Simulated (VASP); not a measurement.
Write the native input for VASP 6.6.1 that does the following.

- Task: single point
- Functional: LDA
- Potentials or basis: VASP PAW LDA potentials, release 64 (Si, C)
- Cutoff: 520 eV
- k mesh: 12 × 12 × 6
- Occupations: gaussian, width 0.05 eV
- Spin: no spin polarisation
- Dipole correction: no
- Further INCAR settings: ALGO = Normal; EDIFF = 1e-07; NBANDS = 16

The structure of SiC lies in POSCAR:

```
SiC
1.0
    3.0036848971      0.0000000000      0.0000000000
   -1.5018424486      2.6012674258      0.0000000000
    0.0000000000      0.0000000000      5.1930708186
Si C
2 2
Direct
    0.3333333333      0.6666666667      0.0046041256
    0.6666666667      0.3333333333      0.5046041256
    0.3333333333      0.6666666667      0.3355409659
    0.6666666667      0.3333333333      0.8355409659
```

This cell differs from its parent crystal: c/a of the conventional cell at fixed volume 1.7289.

One way to write it, as run:

INCAR

```
SYSTEM = SiC
PREC = Accurate ; ENCUT = 520
EDIFF = 1E-7 ; ISMEAR = 0
SIGMA = 0.05 ; LREAL = .False.
LASPH = .True. ; NELM = 60
ALGO = Normal ; ISIF = 2
LWAVE = .False. ; LCHARG = .False.
GGA = CA ; NBANDS = 16
```

KPOINTS

```
regular mesh
0
Gamma
  12 12 6
  0 0 0
```

Potentials or basis: VASP PAW LDA potentials, release 64 (Si, C).

Launch:

```console
$ cat potpaw_LDA.64/Si/POTCAR potpaw_LDA.64/C/POTCAR > POTCAR
$ mpirun -np 1 vasp_std > vasp.out
```

Results of the run:

The pressure is 3.2 GPa and the largest force is 5.166 eV/Å. The band gap on the k mesh is 0.18 eV, indirect (least direct gap 3.33 eV).

Caveat: forces of over 1 eV/Å act on the atoms, so gaps and moduli don't describe the material at rest.

It took 28 s on 1 thread of Intel(R) Xeon(R) Platinum 8259CL CPU @ 2.50GHz (Skylake/Cascade Lake), with other jobs on the host, peak memory 0.16 GiB.
